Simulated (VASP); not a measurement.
Write the native input for VASP 6.6.1 that does the following.

```
Task                   : single point
Functional             : PBEsol
Potentials or basis    : VASP PAW PBE potentials, release 64 (Os)
Cutoff                 : 520 eV
k mesh                 : 24 × 24 × 24
Occupations            : gaussian, width 0.15 eV
Spin                   : no spin polarisation
Dipole correction      : no
Further INCAR settings : ALGO = Fast; EDIFF = 1e-07; NBANDS = 10
```

The structure of Os lies in POSCAR:

```
Os
1.0
    0.4741027769      2.2086251316      2.2086251316
    2.2086251316      0.4741027769      2.2086251316
    2.2086251316      2.2086251316      0.4741027769
Os
1
Direct
    0.0000000000      0.0000000000      0.0000000000
```

This cell differs from its parent crystal: ratio of the length along [111] to the lengths across it x 1.41, volume and fractional coordinates fixed.

These files were run (other wordings do the same):

INCAR

```
  PREC = Accurate
  ENCUT = 520
  EDIFF = 1E-7
  ISMEAR = 0
  SIGMA = 0.15
  LREAL = F
  LASPH = T
  NELM = 60
  ALGO = Fast
  ISIF = 2
  LWAVE = F
  LCHARG = F
  GGA = PS
  NBANDS = 10
```

KPOINTS

```
Automatic mesh
0
Gamma
  24 24 24
```

Potentials or basis: VASP PAW PBE potentials, release 64 (Os).

Launch:

```bash
$ cat potpaw_PBE.64/Os/POTCAR > POTCAR
$ mpirun -np 1 vasp_std > vasp.out
```

It gave:

```
Pressure               : 41.5 GPa
Band gap on the k mesh : zero (band 4 reaches 10.11 eV, above the bottom of band 5 at 7.29 eV)
```

Caveat: the PAW data sets were made with another functional, which shifts forces and pressure a little; spin-orbit coupling is left out, which moves the levels of the heavy elements.

Run time: 77 s on 1 thread of Intel(R) Xeon(R) 6975P-C (Granite Rapids) (shared host), peak memory 0.32 GiB.
